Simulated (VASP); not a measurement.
# Li2Ca2Pb (P4/mmm) in VASP: density of states with PBE

Aim: the density of states of Li2Ca2Pb with PBE.

All numbers are computed with VASP 6.6.1; they aren't measurements. Logs are shortened: lines on timing, memory, paths and dates and some standing lists are left out, and cuts for length are marked.

## 1. The cell of the first run

It takes space group P4/mmm (No. 123, tetragonal). The conventional cell has a = 3.865 Å, b = 3.865 Å, c = 9.880 Å, α = 90.00°, β = 90.00°, γ = 90.00°. Li (site symmetry mmm) has 4 Li at 2.73 Å and 4 Ca at 3.53 Å within 3.6 Å. Within 4.4 Å of Ca (site symmetry 4mm) lie 4 Pb at 3.38 Å and 4 Li at 3.53 Å and 5 Ca at 3.87 to 3.98 Å. Pb (site symmetry 4/mmm) has 8 Ca at 3.38 Å and 4 Pb at 3.87 Å within 4.4 Å.

## 2. Density of states, PBE

POSCAR reads:

```
Li2Ca2Pb
1.0
    3.8652300347      0.0000000000      0.0000000000
    0.0000000000      3.8652300347      0.0000000000
    0.0000000000      0.0000000000      9.8804809934
Li Ca Pb
2 2 1
Direct
    0.0000000000      0.5000000000      0.5000000000
    0.5000000000      0.0000000000      0.5000000000
    0.5000000000      0.5000000000      0.2012256160
    0.5000000000      0.5000000000      0.7987743840
    0.0000000000      0.0000000000      0.0000000000
```

INCAR.step1 reads:

```
SYSTEM = Li2Ca2Pb
  ALGO = Normal
  EDIFF = 1E-6
  ENCUT = 520
  GGA = PE
  ISIF = 2
  ISMEAR = 0
  LASPH = .TRUE.
  LCHARG = .TRUE.
  LREAL = .FALSE.
  LWAVE = .FALSE.
  NBANDS = 28
  NELM = 100
  PREC = Accurate
  SIGMA = 0.1
```

KPOINTS.step1 reads:

```
k-points
0
G
  10 10 4
  0 0 0
```

INCAR.step2 reads:

```
SYSTEM = Li2Ca2Pb
  ALGO = Normal
  EDIFF = 1E-6
  ENCUT = 520
  GGA = PE
  ICHARG = 11
  ISIF = 2
  ISMEAR = -5
  LASPH = .TRUE.
  LCHARG = .FALSE.
  LORBIT = 10
  LREAL = .FALSE.
  LWAVE = .FALSE.
  NEDOS = 1001
  NELM = 100
  PREC = Accurate
  SIGMA = 0.1
```

KPOINTS.step2 reads:

```
k-points
0
G
  15 15 6
  0 0 0
```

Potentials or basis: VASP PAW PBE potentials, release 64 (Li_sv, Ca_sv, Pb_d).

Command:

```
$ cat potpaw_PBE.64/Li_sv/POTCAR potpaw_PBE.64/Ca_sv/POTCAR potpaw_PBE.64/Pb_d/POTCAR > POTCAR
$ cp INCAR.step1 INCAR
$ cp KPOINTS.step1 KPOINTS
$ mpirun -np 1 vasp_std > vasp.out
$ cp INCAR.step2 INCAR
$ cp KPOINTS.step2 KPOINTS
$ mpirun -np 1 vasp_std > vasp.out
```

OUTCAR:

```text
SYSTEM = Li2Ca2Pb
   EDIFF = 1E-6
   ENCUT = 520
   GGA = PE
   ICHARG = 11
   ISIF = 2
   ISMEAR = -5
   LASPH = .TRUE.
   LORBIT = 10
   LREAL = .FALSE.
   NELM = 100
   PREC = Accurate

 ion  position               nearest neighbor table
   1  0.000  0.500  0.500-
   2  0.500  0.000  0.500-
   3  0.500  0.500  0.201-   5 3.38   5 3.38   5 3.38   5 3.38
   4  0.500  0.500  0.799-   5 3.38   5 3.38   5 3.38   5 3.38
   5  0.000  0.000  0.000-   3 3.38   4 3.38   3 3.38   4 3.38   3 3.38   4 3.38   3 3.38   4 3.38

  LATTYP: Found a simple tetragonal cell.
 ALAT       =     3.8652300347
 C/A-ratio  =     2.5562465635

  Lattice vectors:

 A1 = (   3.8652300347,   0.0000000000,   0.0000000000)
 A2 = (   0.0000000000,   3.8652300347,   0.0000000000)
 A3 = (   0.0000000000,   0.0000000000,   9.8804809934)

Analysis of symmetry for initial positions (statically):
=====================================================================
 Subroutine PRICEL returns:
 Original cell was already a primitive cell.

 Routine SETGRP: Setting up the symmetry group for a
 simple tetragonal supercell.

 Subroutine GETGRP returns: Found 16 space group operations
 (whereof 16 operations were pure point group operations)
 out of a pool of 16 trial point group operations.

The static configuration has the point symmetry D_4h.

Analysis of symmetry for dynamics (positions and initial velocities):
=====================================================================
 Subroutine PRICEL returns:
 Original cell was already a primitive cell.

 Routine SETGRP: Setting up the symmetry group for a
 simple tetragonal supercell.

 Subroutine GETGRP returns: Found 16 space group operations
 (whereof 16 operations were pure point group operations)
 out of a pool of 16 trial point group operations.

The dynamic configuration has the point symmetry D_4h.

 Subroutine INISYM returns: Found 16 space group operations
 (whereof 16 operations are pure point group operations),
 and found     1 'primitive' translations

----------------------------------------------------------------------------------------

                                     Primitive cell

  volume of cell :     147.6144

  direct lattice vectors                    reciprocal lattice vectors
     3.865230035  0.000000000  0.000000000     0.258716814  0.000000000  0.000000000
     0.000000000  3.865230035  0.000000000     0.000000000  0.258716814  0.000000000
     0.000000000  0.000000000  9.880480993     0.000000000  0.000000000  0.101209648

  length of vectors
     3.865230035  3.865230035  9.880480993     0.258716814  0.258716814  0.101209648

  position of ions in fractional coordinates (direct lattice)
     0.000000000  0.500000000  0.500000000
     0.500000000  0.000000000  0.500000000
     0.500000000  0.500000000  0.201225616
     0.500000000  0.500000000  0.798774384
     0.000000000  0.000000000  0.000000000

  ion indices of the primitive-cell ions
   primitive index   ion index
                 1           1
                 2           2
                 3           3
                 4           4
                 5           5

----------------------------------------------------------------------------------------

 KPOINTS: k-points

Automatic generation of k-mesh.
 Grid dimensions read from file:
 generate k-points for:   15   15    6

 Generating k-lattice:

  Cartesian coordinates                     Fractional coordinates (reciprocal lattice)
     0.017247788  0.000000000  0.000000000     0.066666667  0.000000000  0.000000000
     0.000000000  0.017247788  0.000000000     0.000000000  0.066666667  0.000000000
     0.000000000  0.000000000  0.016868275     0.000000000  0.000000000  0.166666667

  Length of vectors
     0.017247788  0.017247788  0.016868275

  Shift w.r.t. Gamma in fractional coordinates (k-lattice)
     0.000000000  0.000000000  0.000000000

 TETIRR: Found   2019 inequivalent tetrahedra from     8100

 Subroutine IBZKPT returns following result:
 ===========================================

 Found    144 irreducible k-points:

 Following reciprocal coordinates:
            Coordinates               Weight
  0.000000  0.000000  0.000000      1.000000
  0.066667  0.000000  0.000000      4.000000
  0.133333  0.000000  0.000000      4.000000
  0.200000  0.000000  0.000000      4.000000
  0.266667  0.000000  0.000000      4.000000
  0.333333  0.000000  0.000000      4.000000
[... 16 lines left out ...]
  0.266667  0.200000  0.000000      8.000000
  0.333333  0.200000  0.000000      8.000000
 [... further k-points ...]
   k-points           NKPTS =    144   k-points in BZ     NKDIM =    144   number of bands    NBANDS=     24
   number of dos      NEDOS =   1001   number of ions     NIONS =      5
   total plane-waves  NPLWV =  72000
   dimension x,y,z NGX =    30 NGY =   30 NGZ =   80
   dimension x,y,z NGXF=    60 NGYF=   60 NGZF=  160
   ions per type =               2   2   1
   NGX,Y,Z   is equivalent  to a cutoff of  12.90, 12.90, 13.46 a.u.
   NGXF,Y,Z  is equivalent  to a cutoff of  25.81, 25.81, 26.92 a.u.
 SYSTEM =  Li2Ca2Pb
   PREC   = accura    normal or accurate (medium, high low for compatibility)
   ISTART =      0    job   : 0-new  1-cont  2-samecut
   ICHARG =     11    charge: 1-file 2-atom 10-const
   ISPIN  =      1    spin polarized calculation?
   LNONCOLLINEAR =      F non collinear calculations
   LSORBIT =      F    spin-orbit coupling
   LASPH  =      T    aspherical Exc in radial PAW
   ENCUT  =  520.0 eV  38.22 Ry    6.18 a.u.   7.19  7.19 18.37*2*pi/ulx,y,z
   NELM   =    100;   NELMIN=  2; NELMDL=  0     # of ELM steps
   EDIFF  = 0.1E-05   stopping-criterion for ELM
   LREAL  =      F    real-space projection
   EDIFFG = 0.1E-04   stopping-criterion for IOM
   NSW    =      0    number of steps for IOM
   IBRION =     -1    ionic relax: 0-MD 1-quasi-New 2-CG
   NFREE  =      0    steps in history (QN), initial steepest desc. (CG)
   ISIF   =      2    stress and relaxation
   ISYM   =      2    0-nonsym 1-usesym 2-fastsym
   POTIM  = 0.5000    time-step for ionic-motion
   TEBEG  =    0.0;   TEEND  =   0.0 temperature during run
   PSTRESS=    0.0 pullay stress
   NELECT =      40.0000    total number of electrons
   NUPDOWN=      -1.0000    fix difference up-down
   EMIN   =  10.00;   EMAX   =-10.00  energy-range for DOS
   EFERMI =   0.00;   METHOD = LEGACY
   ISMEAR =    -5;   SIGMA  =   0.10  broadening in eV -4-tet -1-fermi 0-gaus
   EFERMI_NEDOS =   21; number of points for ismear=-14 and -15
   IALGO  =     38    algorithm
   IMIX   =      4    mixing-type and parameters
     AMIX     =   0.40;   BMIX     =  1.00
     AMIX_MAG =   1.60;   BMIX_MAG =  1.00
  volume/ion in A,a.u.               =      29.52       199.23
  Fermi-wavevector in a.u.,A,eV,Ry     =   1.059380  2.001939 15.269637  1.122287
  Thomas-Fermi vector in A             =   2.194724
   LORBIT       =     10    0 simple, 1 ext, 2 COOP (PROOUT), +10 PAW based schemes
   GGA     = PE    functional components
   LHFCALC =     F    Hartree Fock is set to
   AEXX    =    0.0000 exact exchange contribution
   IVDW    =     0    specifies the selected vdW correction
   LEPSILON=     F    determine dielectric tensor
   LRPA    =     F    only Hartree local field effects (RPA)
 non-spin polarized calculation
 Fermi weights with tetrahedron method with Bloechl corrections
  energy-cutoff  :      520.00
  volume of cell :      147.61
 maximum number of plane-waves:      4014
 NGX is ok and might be reduce to    30

 number of electron      39.9999998 magnetization

 Free energy of the ion-electron system (eV)
  ---------------------------------------------------
  ext. energy  EPLUGINS =         0.00000000
  ---------------------------------------------------
  free energy    TOTEN  =       -12.04614113 eV

  energy without entropy =      -12.04614113  energy(sigma->0) =      -12.04614113

 E-fermi :   2.8593     XC(G=0):  -8.1426

 val. band max:        2.9084148899   @ k =   0.1333   0.1333   0.3333
 cond. band min:       2.8077853306   @ k =   0.4667   0.0667   0.0000
 fundamental gap:     -0.1006295592
 Fermi energy:         2.8593362290

 k-point     1 :       0.0000    0.0000    0.0000
  band No.  band energies     occupation
      1     -43.8304      2.00000
      2     -43.7903      2.00000
      3     -39.0628      2.00000
      4     -39.0608      2.00000
      5     -20.0712      2.00000
      6     -20.0362      2.00000
[... 16 lines left out ...]
     23       4.1500      0.00000
     24       4.1501      0.00000

 k-point     2 :       0.0667    0.0000    0.0000
  band No.  band energies     occupation
      1     -43.8300      2.00000
      2     -43.7907      2.00000
      3     -39.0626      2.00000
      4     -39.0606      2.00000
      5     -20.0707      2.00000
      6     -20.0400      2.00000
[... 16 lines left out ...]
     23       4.1753      0.00000
     24       4.2426      0.00000

 k-point     3 :       0.1333    0.0000    0.0000
  band No.  band energies     occupation
      1     -43.8287      2.00000
      2     -43.7919      2.00000
      3     -39.0619      2.00000
      4     -39.0600      2.00000
      5     -20.0693      2.00000
      6     -20.0508      2.00000
[... 16 lines left out ...]
     23       4.2460      0.00000
     24       4.3128      0.00000
[... 514 lines left out ...]
 k-point    23 :       0.2667    0.2000    0.0000
  band No.  band energies     occupation
      1     -43.8209      2.00000
      2     -43.7992      2.00000
      3     -39.0579      2.00000
      4     -39.0560      2.00000
      5     -20.0824      2.00000
      6     -20.0779      2.00000
[... 16 lines left out ...]
     23       4.3787      0.00000
     24       4.3980      0.00000

 k-point    24 :       0.3333    0.2000    0.0000
  band No.  band energies     occupation
      1     -43.8181      2.00000
      2     -43.8019      2.00000
      3     -39.0569      2.00000
      4     -39.0550      2.00000
      5     -20.0992      2.00000
      6     -20.0944      2.00000
[... 16 lines left out ...]
     23       4.2123      0.00000
     24       4.3793      0.00000

 [... further k-points ...]
[... 5 lines left out ...]
  --------------------------------------------------------------------------------------
  -------------------------------------------------------------------------------------
  Total       -0.1097661     -0.1097661     -0.0206926      0.0000000     -0.0000000      0.0000000
  in kB       -1.1913788     -1.1913788     -0.2245933      0.0000000     -0.0000000      0.0000000
  external PRESSURE =      -0.8691170 kB  Pullay stress =       0.0000000 kB

 VOLUME and BASIS-vectors are now :
 -----------------------------------------------------------------------------
  energy-cutoff  :      520.00
  volume of cell :      147.61
      direct lattice vectors                 reciprocal lattice vectors
     3.865230035  0.000000000  0.000000000     0.258716814  0.000000000  0.000000000
     0.000000000  3.865230035  0.000000000     0.000000000  0.258716814  0.000000000
     0.000000000  0.000000000  9.880480993     0.000000000  0.000000000  0.101209648

 POSITION                                       TOTAL-FORCE (eV/Angst)
 -----------------------------------------------------------------------------------
      0.00000      1.93262      4.94024        -0.000000     -0.000000      0.000000
      1.93262      0.00000      4.94024        -0.000000     -0.000000      0.000000
      1.93262      1.93262      1.98821        -0.000000      0.000000      0.028374
      1.93262      1.93262      7.89228         0.000000     -0.000000     -0.028374
      0.00000      0.00000      0.00000        -0.000000     -0.000000      0.000000
 -----------------------------------------------------------------------------------
    total drift:                                0.000000      0.000000     -0.000000

  FREE ENERGIE OF THE ION-ELECTRON SYSTEM (eV)
  ---------------------------------------------------
  free  energy   TOTEN  =       -12.0461411316 eV

  energy  without entropy=      -12.0461411316  energy(sigma->0) =      -12.04614113

 total charge

# of ion       s       p       d       tot
------------------------------------------
    1        2.037   0.044   0.000   2.081
    2        2.037   0.044   0.000   2.081
    3        2.059   5.837   0.201   8.097
    4        2.059   5.837   0.201   8.097
    5        1.302   1.000   9.779  12.081
--------------------------------------------------
tot          9.493  12.763  10.182  32.438
```

It took 5.9 min on 1 thread of AMD EPYC 9R45 (Zen 5), shared host; peak memory 0.6 GiB.

What came out:

* Valence electrons inside the program's atomic spheres: Li 2.08; Ca 8.10; Pb 12.08

Levels at points of the mesh, in eV from the Fermi level:
| k point | band 18 | band 19 | band 20 | band 21 | band 22 | band 23 |
| --- | --- | --- | --- | --- | --- | --- |
| (0.00, 0.00, 0.00) | -2.99 | -0.12 | 0.55 | 1.11 | 1.29 | 1.29 |
| (0.00, 0.00, 0.50) | -1.81 | -1.68 | 1.09 | 1.24 | 1.31 | 1.31 |

Caveat: the cutoff is under 1.25 times the usual one of these potentials, so pressure, stress and relaxed cells hold a basis-set (Pulay) error; spin-orbit coupling is left out, which moves the levels of the heavy elements; tetrahedron occupations give inexact forces and stress in metals.
